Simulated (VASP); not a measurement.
# Pb (Fm-3m) in VASP: notebook, part 2 of 2

VASP 6.6.1.

### 6 Relaxation of cell and atoms, PBE+D4

The input, INCAR:

```
PREC = Accurate ; ENCUT = 600
EDIFF = 1E-6 ; ISMEAR = -1
SIGMA = 0.05 ; LREAL = F
LASPH = T ; NELM = 80
ALGO = Normal ; ISIF = 3
LWAVE = F ; LCHARG = F
GGA = PE ; IVDW = 13
IBRION = 2 ; NSW = 80
EDIFFG = -0.005
```

The input, KPOINTS:

```
regular mesh
0
Gamma
  9 9 9
```

The input, POSCAR:

```
Pb
1.0
    0.0000000000      2.4750200000      2.4750200000
    2.4750200000      0.0000000000      2.4750200000
    2.4750200000      2.4750200000      0.0000000000
Pb
1
Direct
    0.0000000000      0.0000000000      0.0000000000
```

Potentials or basis: VASP PAW PBE potentials, release 64 (Pb_d).

Started as:

```console
$ cat potpaw_PBE.64/Pb_d/POTCAR > POTCAR
$ mpirun -np 1 vasp_std > vasp.out
```

OUTCAR:

```text
PREC = Accurate
   ENCUT = 600
   EDIFF = 1E-6
   ISMEAR = -1
   LREAL = F
   LASPH = T
   NELM = 80
   ISIF = 3
   GGA = PE
   IVDW = 13
   IBRION = 2
   NSW = 80
   EDIFFG = -0.005

 ion  position               nearest neighbor table
   1  0.000  0.000  0.000-

  LATTYP: Found a face centered cubic cell.
 ALAT       =     4.9500400000

  Lattice vectors:

 A1 = (   0.0000000000,   2.4750200000,   2.4750200000)
 A2 = (   2.4750200000,   0.0000000000,   2.4750200000)
 A3 = (   2.4750200000,   2.4750200000,   0.0000000000)

Analysis of symmetry for initial positions (statically):
[... 5 lines left out ...]
 face centered cubic supercell.

 Subroutine GETGRP returns: Found 48 space group operations
 (whereof 48 operations were pure point group operations)
 out of a pool of 48 trial point group operations.

The static configuration has the point symmetry O_h .

Analysis of symmetry for dynamics (positions and initial velocities):
[... 5 lines left out ...]
 face centered cubic supercell.

 Subroutine GETGRP returns: Found 48 space group operations
 (whereof 48 operations were pure point group operations)
 out of a pool of 48 trial point group operations.

The dynamic configuration has the point symmetry O_h .

 Subroutine INISYM returns: Found 48 space group operations
 (whereof 48 operations are pure point group operations),
 and found     1 'primitive' translations

----------------------------------------------------------------------------------------

                                     Primitive cell

  volume of cell :      30.3226

  direct lattice vectors                    reciprocal lattice vectors
     0.000000000  2.475020000  2.475020000    -0.202018570  0.202018570  0.202018570
     2.475020000  0.000000000  2.475020000     0.202018570 -0.202018570  0.202018570
     2.475020000  2.475020000  0.000000000     0.202018570  0.202018570 -0.202018570

[... 158 lines left out ...]
    total drift:                               -0.000000     -0.000000     -0.000000

  FREE ENERGIE OF THE ION-ELECTRON SYSTEM (eV)
  ---------------------------------------------------
  free  energy   TOTEN  =        -4.0011463627 eV

  energy  without entropy=       -3.9980358511  energy(sigma->0) =       -3.99959111

--------------------------------------- Ionic step        2  -------------------------------------------

 number of electron      13.9999999 magnetization

 Free energy of the ion-electron system (eV)
  ---------------------------------------------------
  ext. energy  EPLUGINS =         0.00000000
  ---------------------------------------------------
  free energy    TOTEN  =        -3.57123790 eV

  energy without entropy =       -3.56811490  energy(sigma->0) =       -3.56967640

 E-fermi :   7.1167     XC(G=0): -10.1756

 val. band max:        6.8923048118   @ k =  -0.3333   0.3333   0.1111
 cond. band min:       7.1239816261   @ k =  -0.2222   0.3333   0.1111
 fundamental gap:      0.2316768143
 Fermi energy:         7.1167468501

 k-point     1 :       0.0000    0.0000    0.0000
  band No.  band energies     occupation
      1      -9.8165      2.00000
      2      -9.8165      2.00000
      3      -9.8165      2.00000
      4      -9.6773      2.00000
      5      -9.6773      2.00000
      6      -4.4833      2.00000
      7      14.6580      0.00000
      8      14.6580      0.00000
      9      14.6580      0.00000
     10      17.0195      0.00000
     11      18.5688      0.00000
[... 309 lines left out ...]
 k-point    24 :       0.4444    0.4444    0.0000
  band No.  band energies     occupation
      1      -9.9737      2.00000
      2      -9.8824      2.00000
      3      -9.5584      2.00000
      4      -9.5198      2.00000
      5      -9.5198      2.00000
      6       0.0977      2.00000
      7       4.5494      2.00000
      8       9.4045      0.00000
      9       9.4045      0.00000
     10      12.7275      0.00000
     11      13.9440      0.00000

 [... further k-points ...]

------------------------ aborting loop because EDIFF is reached ----------------------------------------

  DFT-D4 for vdW energy calculation

  Edisp (eV):   -0.42992

  FORCE on cell =-STRESS in cart. coord.  units (eV):
  Direction    XX          YY          ZZ          XY          YZ          ZX
  --------------------------------------------------------------------------------------
  -------------------------------------------------------------------------------------
  Total      -0.00248    -0.00248    -0.00248    -0.00000    -0.00000     0.00000
  in kB      -0.13098    -0.13098    -0.13098    -0.00000    -0.00000     0.00000
  external pressure =       -0.13 kB  Pullay stress =        0.00 kB

 VOLUME and BASIS-vectors are now :
 -----------------------------------------------------------------------------
  energy-cutoff  :      600.00
  volume of cell :       30.39
      direct lattice vectors                 reciprocal lattice vectors
     0.000000000  2.476778465  2.476778465    -0.201875140  0.201875140  0.201875140
     2.476778465 -0.000000000  2.476778465     0.201875140 -0.201875140  0.201875140
     2.476778465  2.476778465  0.000000000     0.201875140  0.201875140 -0.201875140

 POSITION                                       TOTAL-FORCE (eV/Angst)
 -----------------------------------------------------------------------------------
      0.00000      0.00000      0.00000         0.000000      0.000000      0.000000
 -----------------------------------------------------------------------------------
    total drift:                               -0.000000     -0.000000      0.000000

  FREE ENERGIE OF THE ION-ELECTRON SYSTEM (eV)
  ---------------------------------------------------
  free  energy   TOTEN  =        -4.0011593011 eV

  energy  without entropy=       -3.9980362940  energy(sigma->0) =       -3.99959780

 reached required accuracy - stopping structural energy minimisation
```

It took 34 s on 1 thread of AMD EPYC, shared host; peak memory 0.14 GiB.

Results:

| Quantity | Value |
| --- | --- |
| Free energy | -4.0012 eV |
| Relaxed volume | 30.39 Å³/atom |
| Relaxed cell | a = 3.503 Å, b = 3.503 Å, c = 3.503 Å, α = 60.00°, β = 60.00°, γ = 60.00° |
| Space group after relaxing (to 0.05 Å) | Fm-3m (No. 225) |
| Energy gained by relaxing | 0.0 meV/atom |
| Ionic steps | 2 |
| Pressure after relaxing | 0.0 GPa |
| Band gap on the k mesh | zero (band 7 reaches 14.66 eV, above the bottom of band 8 at 5.72 eV) |
| Dispersion energy per atom | -0.430 eV |

Final structure:
```
Pb
1.0
     0.00000    2.47678    2.47678
     2.47678    0.00000    2.47678
     2.47678    2.47678    0.00000
Pb
1
Cartesian
  0.0000 0.0000 0.0000
```

Caveat: spin-orbit coupling is left out, which moves the levels of the heavy elements; pairwise dispersion overbinds metals, which lowers pressure and volume.

### 7 Overview

```csv
task,level,cell,cutoff (eV),smearing,gap on the mesh (eV),pressure (GPa)
single point,PBE,"a = 3.500 Å, angles 60.0°, 1 atom",520,gaussian 0.013 eV,none,2.2
single point,PBE,"a = 3.500 Å, angles 60.0°, 1 atom",520,gaussian 0.011 eV,none,2.2
single point,PBE+D4,"a = 3.503 Å, angles 60.0°, 1 atom",520,fermi-dirac 0.05 eV,none,-0.1
single point,BLYP+D4,"a = 3.548 Å, angles 60.0°, 1 atom",520,fermi-dirac 0.05 eV,none,0.1
relaxation of cell and atoms,PBE+D4,"relaxed from a = 3.500 Å, angles 60.0°, 1 atom",600,fermi-dirac 0.05 eV,none,0.0
```

Alike in all rows: potentials or basis VASP PAW PBE potentials, release 64 (Pb_d); no spin polarisation; k mesh 9 × 9 × 9.

Every run on the cell as given and a fine mesh finds a metal. The pressure there spans -0.1 GPa (PBE+D4) to 2.2 GPa (PBE); a positive pressure means that this level wants a larger cell, a negative one a smaller.

Caveats: spin-orbit coupling is left out, which moves the levels of the heavy elements; pairwise dispersion overbinds metals, which lowers pressure and volume (some runs); the PAW data sets were made with another functional, which shifts forces and pressure a little (some runs).

Total energies depend on the potentials used, so only differences within one code and one set of settings carry meaning.

### 8 Against experiment

Step 6. The cell as given is a measured one (30.32 Å³/atom); PBE+D4 puts the equilibrium volume +0.2 % from it, thermal expansion not counted.
